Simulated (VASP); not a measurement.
# Nb in VASP: notebook

Aim: see how the results for Nb move with the level of theory and the settings. Levels: PBE, RPBE+D3(BJ)+U, PBE0, HSE06. Tasks: single point, relaxation of the atoms.

Program: VASP 6.6.1. These are calculated values, not measurements. Logs are shortened: lines on timing, memory, paths and dates and some standing lists are left out, and cuts for length are marked.

## Step 1: The cell of the first run

Symmetry: Im-3m, No. 229, cubic system. The conventional cell has a = 3.328 Å, b = 3.328 Å, c = 3.328 Å, α = 90.00°, β = 90.00°, γ = 90.00°. Within 3.8 Å of Nb (site symmetry m-3m) lie 14 Nb at 2.88 to 3.33 Å.

## Step 2: Single point, PBE, non-collinear spin, zero start, spin-orbit coupling

File INCAR:

```
ALGO     = Normal         # electronic algorithm
EDIFF    = 1E-6           # SCF threshold, eV
ENCUT    = 500            # plane-wave cutoff, eV
GGA      = PE             # functional
GGA_COMPAT= F            
ISIF     = 2              # what is computed and relaxed
ISMEAR   = -1             # smearing method
LASPH    = T              # aspherical terms in the spheres
LCHARG   = T              # write CHGCAR
LMAXMIX  = 4              # l up to which the mixer works
LNONCOLLINEAR= T              # non-collinear magnetism
LORBIT   = 11             # projections on sites
LORBMOM  = T            
LREAL    = F              # projectors in reciprocal space
LSORBIT  = T              # spin-orbit coupling
LVHAR    = T            
LWAVE    = F              # write WAVECAR
MAGMOM   = 0 0 0          # initial moments
NBANDS   = 24             # bands
NELM     = 200            # most SCF steps
PREC     = Accurate       # precision mode
SIGMA    = 0.1            # smearing width, eV
```

File KPOINTS:

```
k-points
0
Gamma
  11 11 11
```

File POSCAR:

```
Nb
1.0
   -1.6639500000      1.6639500000      1.6639500000
    1.6639500000     -1.6639500000      1.6639500000
    1.6639500000      1.6639500000     -1.6639500000
Nb
1
Direct
    0.0000000000      0.0000000000      0.0000000000
```

Potentials or basis: VASP PAW PBE potentials, release 64 (Nb_sv).

The run is started by

```console
$ cat potpaw_PBE.64/Nb_sv/POTCAR > POTCAR
$ mpirun -np 1 vasp_ncl > vasp.out
```

OUTCAR:

```text
EDIFF = 1E-6
   ENCUT = 500
   GGA = PE
   ISIF = 2
   ISMEAR = -1
   LASPH = T
   LNONCOLLINEAR = T
   LORBIT = 11
   LREAL = F
   LSORBIT = T
   NELM = 200
   PREC = Accurate

 ion  position               nearest neighbor table
   1  0.000  0.000  0.000-

  LATTYP: Found a body centered cubic cell.
 ALAT       =     3.3279000000

  Lattice vectors:

 A1 = (  -1.6639500000,   1.6639500000,   1.6639500000)
 A2 = (   1.6639500000,  -1.6639500000,   1.6639500000)
 A3 = (   1.6639500000,   1.6639500000,  -1.6639500000)

Analysis of symmetry for initial positions (statically):
=====================================================================
 Subroutine PRICEL returns:
 Original cell was already a primitive cell.

 Routine SETGRP: Setting up the symmetry group for a
 body centered cubic supercell.

 Subroutine GETGRP returns: Found 48 space group operations
 (whereof 48 operations were pure point group operations)
 out of a pool of 48 trial point group operations.

The static configuration has the point symmetry O_h .

Analysis of symmetry for dynamics (positions and initial velocities):
=====================================================================
 Subroutine PRICEL returns:
 Original cell was already a primitive cell.

 Routine SETGRP: Setting up the symmetry group for a
 body centered cubic supercell.

 Subroutine GETGRP returns: Found 48 space group operations
 (whereof 48 operations were pure point group operations)
 out of a pool of 48 trial point group operations.

The dynamic configuration has the point symmetry O_h .

Analysis of structural, dynamic, and magnetic symmetry:
=====================================================================
 Subroutine PRICEL returns:
 Original cell was already a primitive cell.

 Routine SETGRP: Setting up the symmetry group for a
 body centered cubic supercell.

 Subroutine GETGRP returns: Found 48 space group operations
 (whereof 48 operations were pure point group operations)
 out of a pool of 48 trial point group operations.

The overall configuration has the point symmetry O_h .

 Subroutine INISYM returns: Found 48 space group operations
 (whereof 48 operations are pure point group operations),
 and found     1 'primitive' translations

[... 146 lines left out ...]
 cond. band min:      10.8812188744   @ k =   0.0909   0.0909   0.0000
 fundamental gap:      0.0629113148
 Fermi energy:        10.8532517625

 k-point     1 :       0.0000    0.0000    0.0000
  band No.  band energies     occupation
      1     -43.5380      1.00000
      2     -43.5380      1.00000
      3     -20.3190      1.00000
      4     -20.3190      1.00000
      5     -18.1820      1.00000
      6     -18.1820      1.00000
[... 637 lines left out ...]
     23      23.3540      0.00000
     24      23.3540      0.00000

 [... further k-points ...]

------------------------ aborting loop because EDIFF is reached ----------------------------------------

  FORCE on cell =-STRESS in cart. coord.  units (eV):
  Direction    XX          YY          ZZ          XY          YZ          ZX
  --------------------------------------------------------------------------------------
  -------------------------------------------------------------------------------------
  Total       -0.2779869     -0.2779869     -0.2779869     -0.0000000     -0.0000000     -0.0000000
  in kB      -24.1687441    -24.1687441    -24.1687441     -0.0000000     -0.0000000     -0.0000000
  external PRESSURE =     -24.1687441 kB  Pullay stress =       0.0000000 kB

 VOLUME and BASIS-vectors are now :
 -----------------------------------------------------------------------------
  energy-cutoff  :      500.00
  volume of cell :       18.43
      direct lattice vectors                 reciprocal lattice vectors
    -1.663950000  1.663950000  1.663950000     0.000000000  0.300489798  0.300489798
     1.663950000 -1.663950000  1.663950000     0.300489798  0.000000000  0.300489798
     1.663950000  1.663950000 -1.663950000     0.300489798  0.300489798  0.000000000

 POSITION                                       TOTAL-FORCE (eV/Angst)
 -----------------------------------------------------------------------------------
      0.00000      0.00000      0.00000        -0.000000      0.000000     -0.000000
 -----------------------------------------------------------------------------------
    total drift:                                0.000000      0.000000     -0.000000

  FREE ENERGIE OF THE ION-ELECTRON SYSTEM (eV)
  ---------------------------------------------------
  free  energy   TOTEN  =       -10.3225153625 eV

  energy  without entropy=      -10.2686218508  energy(sigma->0) =      -10.29556861

 orbital moment (x)

 # of ion     p       d       tot
 ----------------------------------------
  1        -0.000  -0.000  -0.000
 ----------------------------------------
           -0.000  -0.000  -0.000

 orbital moment (y)

 # of ion     p       d       tot
 ----------------------------------------
  1        -0.000   0.000   0.000
 ----------------------------------------
           -0.000   0.000   0.000

 orbital moment (z)

 # of ion     p       d       tot
 ----------------------------------------
  1         0.000   0.000   0.000
 ----------------------------------------
            0.000   0.000   0.000

 Spin-Orbit-Coupling matrix elements

 Ion:    1  E_soc:     -0.1755018
 l=   1
     0.0000000    -0.0268434    -0.0268434
    -0.0268434     0.0000000    -0.0268434
    -0.0268434    -0.0268434     0.0000000
 l=   2
     0.0000000    -0.0006377     0.0000000    -0.0006377    -0.0017693
    -0.0006377     0.0000000    -0.0013270    -0.0006377    -0.0004423
     0.0000000    -0.0013270     0.0000000    -0.0013270     0.0000000
    -0.0006377    -0.0006377    -0.0013270     0.0000000    -0.0004423
    -0.0017693    -0.0004423     0.0000000    -0.0004423     0.0000000
 l=   3
     0.0000000     0.0000000     0.0000000     0.0000000     0.0000000     0.0000000     0.0000000
     0.0000000     0.0000000     0.0000000     0.0000000     0.0000000     0.0000000     0.0000000
     0.0000000     0.0000000     0.0000000     0.0000000     0.0000000     0.0000000     0.0000000
     0.0000000     0.0000000     0.0000000     0.0000000     0.0000000     0.0000000     0.0000000
     0.0000000     0.0000000     0.0000000     0.0000000     0.0000000     0.0000000     0.0000000
     0.0000000     0.0000000     0.0000000     0.0000000     0.0000000     0.0000000     0.0000000
     0.0000000     0.0000000     0.0000000     0.0000000     0.0000000     0.0000000     0.0000000

 total charge

# of ion       s       p       d       tot
------------------------------------------
    1        2.219   5.997   2.476  10.692

 magnetization (x)

# of ion       s       p       d       tot
------------------------------------------
    1        0.000   0.000   0.000   0.000

 magnetization (y)

# of ion       s       p       d       tot
------------------------------------------
    1        0.000   0.000  -0.000  -0.000

 magnetization (z)

# of ion       s       p       d       tot
------------------------------------------
    1        0.000  -0.000   0.000   0.000
```

OSZICAR:

```text
N       E                     dE             d eps       ncg     rms          rms(c)
DAV:   1     0.145149536499E+03    0.14515E+03   -0.69544E+03  2688   0.110E+03
DAV:   2    -0.181088040430E+01   -0.14696E+03   -0.14173E+03  2968   0.438E+02
DAV:   3    -0.104652354374E+02   -0.86544E+01   -0.83536E+01  4992   0.837E+01
DAV:   4    -0.107556970980E+02   -0.29046E+00   -0.28659E+00  3536   0.126E+01
DAV:   5    -0.107660659879E+02   -0.10369E-01   -0.10364E-01  4104   0.245E+00    0.692E+00
DAV:   6    -0.103612252504E+02    0.40484E+00   -0.56493E-01  3952   0.988E+00    0.237E+00
DAV:   7    -0.103166196967E+02    0.44606E-01   -0.22689E-01  4544   0.569E+00    0.107E+00
DAV:   8    -0.103218149381E+02   -0.51952E-02   -0.13102E-02  3600   0.136E+00    0.791E-01
DAV:   9    -0.103226162506E+02   -0.80131E-03   -0.24598E-03  3808   0.647E-01    0.102E-01
DAV:  10    -0.103225255471E+02    0.90703E-04   -0.40912E-04  4200   0.230E-01    0.242E-02
DAV:  11    -0.103225183206E+02    0.72265E-05   -0.11784E-05  3760   0.469E-02    0.708E-03
DAV:  12    -0.103225156574E+02    0.26632E-05   -0.81556E-07  3048   0.938E-03    0.222E-03
DAV:  13    -0.103225153625E+02    0.29489E-06   -0.12048E-07  1832   0.514E-03
   1 F= -.10322515E+02 E0= -.10295569E+02  d E =-.538935E-01  mag=     0.0000     0.0000     0.0000
```

stdout:

```text
POSCAR found type information on POSCAR Nb
 POSCAR found :  1 types and       1 ions
 scaLAPACK will be used
 LDA part: xc-table for (Slater+PW92), standard interpolation
 POSCAR, INCAR and KPOINTS ok, starting setup
 FFT: planning ... GRIDC
 FFT: planning ... GRID_SOFT
 FFT: planning ... GRID
 WAVECAR not read
 entering main loop
```

It took 71 s on 1 thread of Intel Xeon Platinum 8375C at 2.90GHz (Ice Lake), shared host; peak memory 0.2 GiB.

Results:

- Free energy: -10.3225 eV
- Pressure: -2.4 GPa
- Net moment: 0.00 μB per cell
- Valence electrons inside the program's atomic spheres: Nb 10.69

Moments on the atoms (μB; x, y, z):
```
Nb  0.00 0.00 0.00
```

## Step 3: Relaxation of the atoms, RPBE+D3(BJ)+U (the cell strained at random)

File INCAR:

```
SYSTEM = Nb
PREC = Accurate
ENCUT = 450
EDIFF = 1E-7
ISMEAR = 0
SIGMA = 0.1
LREAL = .False.
LASPH = .True.
NELM = 200
ALGO = Normal
ISIF = 2
LWAVE = .False.
LCHARG = .False.
LMAXMIX = 4
LDAU = .True.
LDAUTYPE = 2
LDAUL = 2
LDAUU = 4.5
LDAUJ = 0
LDAUPRINT = 1
GGA = RP
IVDW = 12
IBRION = 2
NSW = 80
EDIFFG = -0.01
GGA_COMPAT = .False.
NELMIN = 4
KPAR = 4
```

File KPOINTS:

```
regular mesh
0
Gamma
  11 11 11
  0 0 0
```

File POSCAR:

```
Nb
1.0
   -1.6174240000      1.6496260000      1.6663620000
    1.6295990000     -1.6814610000      1.7103730000
    1.6325900000      1.6966270000     -1.6981970000
Nb
1
Direct
   -0.0264050000     -0.0011800000      0.0021790000
```

Potentials or basis: VASP PAW PBE potentials, release 64 (Nb_sv).

The run is started by

```console
$ cat potpaw_PBE.64/Nb_sv/POTCAR > POTCAR
$ mpirun -np 4 vasp_std > vasp.out
```

Run time: 19 s. Hardware: 4 MPI ranks of AMD EPYC 7R13 (Zen 3), shared host; peak memory 0.2 GiB.

The run converged. Its results:

```yaml
Free_energy: -10.1313 eV
Pressure_after_relaxing: -33.2 GPa
Band_gap_on_the_k_mesh: zero (an odd number of electrons rules out a gap without spin polarisation)
Dispersion_energy_per_atom: -4.424 eV
```

Stress tensor (GPa, compression positive):
```
-31.70  -0.40  -0.37
 -0.40 -33.51   1.59
 -0.37   1.59 -34.27
```

Final structure:
```
Nb
1.0
    -1.61742    1.64963    1.66636
     1.62960   -1.68146    1.71037
     1.63259    1.69663   -1.69820
Nb
1
Direct
  0.97360 0.99882 0.00218
```

Levels at points of the mesh, in eV from the Fermi level:
```
           k point  band 4  band 5  band 6  band 7  band 8  band 9  band 10
(0.00, 0.00, 0.00)  -30.53   -6.47    0.29    0.59    0.89    3.48     3.98
```

Eigenvalues of the final occupation matrices:
| site | spin | trace | eigenvalues |
| --- | --- | --- | --- |
| site 1 d | 1 | 1.08 | 0.16 0.17 0.23 0.25 0.26 |
| site 1 d | 2 | 1.08 | 0.16 0.17 0.23 0.25 0.26 |

Caveat: the cell differs from its parent crystal (the cell strained at random); the relaxation stopped at its first step, so nothing moved; the PAW data sets were made with another functional, which shifts forces and pressure a little; U without spin polarisation on a metal has little footing; the U is typed as a test and isn't derived for this compound.

## Step 4: Single point, PBE0

This run uses another cell than the first one, of 18.06 Å³/atom.

File POSCAR:

```
Nb
1.0
   -1.6527822138      1.6527822138      1.6527822138
    1.6527822138     -1.6527822138      1.6527822138
    1.6527822138      1.6527822138     -1.6527822138
Nb
1
Direct
    0.0000000000      0.0000000000      0.0000000000
```

File INCAR.step1:

```
ALGO = Normal ; EDIFF = 1E-5
ENCUT = 400 ; GGA = PE
GGA_COMPAT = F ; ISIF = 2
ISMEAR = -1 ; LASPH = T
LCHARG = F ; LREAL = F
LWAVE = T ; NBANDS = 12
NELM = 120 ; PREC = Accurate
SIGMA = 0.05
```

File INCAR.step2:

```
AEXX = 0.25 ; ALGO = Normal
EDIFF = 1E-6 ; ENCUT = 400
GGA = PE ; GGA_COMPAT = F
ISIF = 2 ; ISMEAR = -1
ISTART = 1 ; LASPH = T
LCHARG = F ; LHFCALC = T
LREAL = F ; LWAVE = F
NBANDS = 12 ; NELM = 120
PREC = Accurate ; PRECFOCK = Normal
SIGMA = 0.05
```

File KPOINTS:

```
k-points
0
Gamma
  6 6 6
```

The run is started by

```console
$ cat potpaw_PBE.64/Nb_sv/POTCAR > POTCAR
$ cp INCAR.step1 INCAR
$ mpirun -np 1 vasp_std > vasp.out
$ cp INCAR.step2 INCAR
$ mpirun -np 1 vasp_std > vasp.out
```

Wall time 13 min (1 thread of Intel Xeon 8259CL, shared host); peak memory 0.14 GiB.

The run converged. Its results:

| Property | Result |
| --- | --- |
| Free energy | -12.9283 eV |
| Pressure | -7.1 GPa |
| Band gap on the k mesh | zero (an odd number of electrons rules out a gap without spin polarisation) |

Levels at points of the mesh, in eV from the Fermi level:
```csv
k point,band 3,band 4,band 5,band 6,band 7,band 8,band 9,band 10
"(0.00, 0.00, 0.00)",-32.70,-32.70,-7.64,0.66,0.66,0.66,4.25,4.25
"(0.50, 0.00, 0.00)",-33.18,-32.71,-5.07,-2.73,2.33,4.21,4.94,7.39
"(0.50, 0.50, 0.50)",-33.73,-33.73,-5.00,-5.00,6.52,6.52,6.52,9.82
```

Caveat: the k points lie up to 0.45 Å⁻¹ apart, too coarse for converged energies and pressures of a metal; the PAW data sets were made with another functional, which shifts forces and pressure a little.

## Step 5: Single point, HSE06

This run uses another cell than the first one, of 18.80 Å³/atom.

File POSCAR:

```
Nb
1.0
   -1.6749698576      1.6749698576      1.6749698576
    1.6749698576     -1.6749698576      1.6749698576
    1.6749698576      1.6749698576     -1.6749698576
Nb
1
Direct
    0.0000000000      0.0000000000      0.0000000000
```

File INCAR.step1:

```
SYSTEM = Nb
PREC     = Accurate       ! precision mode
ENCUT    = 400            ! plane-wave cutoff, eV
EDIFF    = 1E-5           ! SCF threshold, eV
ISMEAR   = -1             ! smearing method
SIGMA    = 0.05           ! smearing width, eV
LREAL    = .False.        ! projectors in reciprocal space
LASPH    = .True.         ! aspherical terms in the spheres
NELM     = 120            ! most SCF steps
ALGO     = Normal         ! electronic algorithm
ISIF     = 2              ! what is computed and relaxed
LWAVE    = .True.         ! write WAVECAR
GGA      = PE             ! functional
NBANDS   = 12             ! bands
GGA_COMPAT= .False.
```

File INCAR.step2:

```
SYSTEM = Nb
PREC     = Accurate       ! precision mode
ENCUT    = 400            ! plane-wave cutoff, eV
EDIFF    = 1E-6           ! SCF threshold, eV
ISMEAR   = -1             ! smearing method
SIGMA    = 0.05           ! smearing width, eV
LREAL    = .False.        ! projectors in reciprocal space
LASPH    = .True.         ! aspherical terms in the spheres
NELM     = 120            ! most SCF steps
ALGO     = Normal         ! electronic algorithm
ISIF     = 2              ! what is computed and relaxed
LWAVE    = .False.        ! write WAVECAR
LCHARG   = .True.         ! write CHGCAR
GGA      = PE             ! functional
LHFCALC  = .True.         ! exact exchange
HFSCREEN = 0.2079         ! screening, 1/A
PRECFOCK = Normal       
LELF     = .True.         ! ELF
LVHAR    = .True.       
ISTART   = 1            
NBANDS   = 12             ! bands
GGA_COMPAT= .False.
```

File KPOINTS:

```
regular mesh
0
Gamma
  6 6 6
  0 0 0
```

The run is started by

```console
$ cat potpaw_PBE.64/Nb_sv/POTCAR > POTCAR
$ cp INCAR.step1 INCAR
$ mpirun -np 1 vasp_std > vasp.out
$ cp INCAR.step2 INCAR
$ mpirun -np 1 vasp_std > vasp.out
```

It took 11 min on 1 thread of Intel Xeon 8259CL, shared host; peak memory 0.23 GiB.

The run converged. Its results:

```yaml
Free_energy: -11.7538 eV
Pressure: -12.7 GPa
Band_gap_on_the_k_mesh: zero (an odd number of electrons rules out a gap without spin polarisation)
```

Levels at points of the mesh, in eV from the Fermi level:
| k point | band 2 | band 3 | band 4 | band 5 | band 6 | band 7 | band 8 | band 9 | band 10 | band 11 |
| --- | --- | --- | --- | --- | --- | --- | --- | --- | --- | --- |
| (0.00, 0.00, 0.00) | -32.14 | -32.14 | -32.14 | -6.83 | 0.61 | 0.61 | 0.61 | 3.99 | 3.99 | 14.89 |
| (0.50, 0.00, 0.00) | -33.51 | -32.56 | -32.15 | -4.18 | -1.91 | 2.06 | 3.93 | 4.64 | 6.92 | 12.17 |
| (0.50, 0.50, 0.50) | -33.06 | -33.06 | -33.06 | -4.04 | -4.04 | 6.11 | 6.11 | 6.11 | 9.35 | 9.35 |

Caveat: the k points lie up to 0.44 Å⁻¹ apart, too coarse for converged energies and pressures of a metal; the PAW data sets were made with another functional, which shifts forces and pressure a little.

## Step 6: Summary

| task | level | spin | U | cell | k mesh | cutoff (eV) | smearing | grid for exact exchange (PRECFOCK) | share of exact exchange | screening parameter | gap on the mesh (eV) | pressure (GPa) |
| --- | --- | --- | --- | --- | --- | --- | --- | --- | --- | --- | --- | --- |
| single point | PBE | non-collinear, zero start, SOC | - | a = 2.882 Å, angles 109.5°, 1 atom | 11 × 11 × 11 | 500 | fermi-dirac 0.1 eV | - | - | - | - | -2.4 |
| relaxation of the atoms | RPBE+D3(BJ)+U | off | Nb d U = 4.5 eV | atoms relaxed from a = 2.849, b = 2.900, c = 2.903 Å, angles 111.6, 108.8, 108.1°, 1 atom | 11 × 11 × 11 | 450 | gaussian 0.1 eV | - | - | - | none | -33.2 |
| single point | PBE0 | off | - | a = 2.863 Å, angles 109.5°, 1 atom | 6 × 6 × 6 | 400 | fermi-dirac 0.05 eV | Normal | 0.25 | - | none | -7.1 |
| single point | HSE06 | off | - | a = 2.901 Å, angles 109.5°, 1 atom | 6 × 6 × 6 | 400 | fermi-dirac 0.05 eV | Normal | 0.25 | 0.2079 1/Å | none | -12.7 |

Alike in all rows: potentials or basis VASP PAW PBE potentials, release 64 (Nb_sv).

Caveats: some runs use coarse meshes; the PAW data sets were made with another functional, which shifts forces and pressure a little (at least some runs); the relaxation stopped at its first step, so nothing moved (at least some runs); U without spin polarisation on a metal has little footing (at least some runs); the U is typed as a test and isn't derived for this compound (at least some runs).

Total energies depend on the potentials used, so only differences within one code and one set of settings carry meaning.
